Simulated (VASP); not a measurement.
Write the native input for VASP 6.6.1 that does the following.

* Task: relaxation of cell and atoms
* Functional: PBE
* Dispersion: D3(BJ)
* Potentials or basis: VASP PAW PBE potentials, release 64 (Cu, O)
* Cutoff: 600 eV
* k mesh: 10 × 10 × 10
* Occupations: fermi-dirac, width 0.05 eV
* Spin: no spin polarisation
* Dipole correction: no
* Further INCAR settings: ALGO = Normal; EDIFF = 1e-06; IBRION = 2; EDIFFG = -0.01; NSW = 60; ISIF = 3

The structure of CuO lies in POSCAR:

```
CuO
1.0
    0.0000000000      2.3272527300      2.3272527300
    2.3272527300      0.0000000000      2.3272527300
    2.3272527300      2.3272527300      0.0000000000
Cu O
1 1
Direct
    0.0000000000      0.0000000000      0.0000000000
    0.2500000000      0.2500000000      0.2500000000
```

One way to write it, as run:

INCAR

```
SYSTEM = CuO
PREC = Accurate
ENCUT = 600
EDIFF = 1E-6
ISMEAR = -1
SIGMA = 0.05
LREAL = .False.
LASPH = .True.
NELM = 100
ALGO = Normal
ISIF = 3
LWAVE = .False.
LCHARG = .False.
GGA = PE
IVDW = 12
IBRION = 2
NSW = 60
EDIFFG = -0.01
```

KPOINTS

```
Automatic mesh
0
Gamma
  10 10 10
  0 0 0
```

Potentials or basis: VASP PAW PBE potentials, release 64 (Cu, O).

Launch:

```console
$ cat potpaw_PBE.64/Cu/POTCAR potpaw_PBE.64/O/POTCAR > POTCAR
$ mpirun -np 1 vasp_std > vasp.out
```

Results of the run:

- Relaxed volume: 11.33 Å³/atom
- Relaxed cell: a = 3.176 Å, b = 3.176 Å, c = 3.176 Å, α = 60.00°, β = 60.00°, γ = 60.00°
- Space group after relaxing (to 0.05 Å): F-43m (No. 216)
- Energy gained by relaxing: 53.6 meV/atom
- Ionic steps: 3
- Pressure after relaxing: 0.0 GPa
- Dispersion energy per atom: -0.253 eV

Caveat: an odd number of electrons without spin polarisation forces a metal; a magnetic or distorted state may lie lower; pairwise dispersion overbinds metals, which lowers pressure and volume.

It took 35 s on 1 thread of AMD EPYC 9R45 96-Core Processor (Zen 5), with other jobs on the host, peak memory 0.15 GiB.
